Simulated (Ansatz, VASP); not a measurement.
One calculation of GeMo, two programs

```xyz
2
Lattice="0.0000 2.4128 2.4128 2.4128 0.0000 2.4128 2.4128 2.4128 0.0000" Properties=species:S:1:pos:R:3 pbc="T T T"
Mo    0.0000    0.0000    0.0000
Ge    2.4128    2.4128    2.4128
```

Change from the starting cell: volume scaled by 0.84, PAW files.

Alike in both runs: task single point; functional r2SCAN; k mesh 14 × 14 × 14; occupations fermi-dirac, width 0.08 eV; no spin polarisation.

|  | VASP | Ansatz |
| --- | --- | --- |
| version | VASP 6.6.1 | Ansatz 0.2.0 |
| potentials or method | VASP PAW PBE potentials, release 64 (Mo_sv, Ge_d) | PAW with Ansatz's default frozen-core files, scalar-relativistic |
| plane-wave cutoff (eV) | 520 | 500 |
| valence electrons in the cell | 28 | 28 |

```tsv
	VASP	Ansatz	Ansatz less VASP
pressure (GPa)	43.4	42.8	-0.65
```

VASP's potentials were made for PBE, not for r2SCAN. Both programs put the cell under a high pressure, so it lies far from rest at this level.
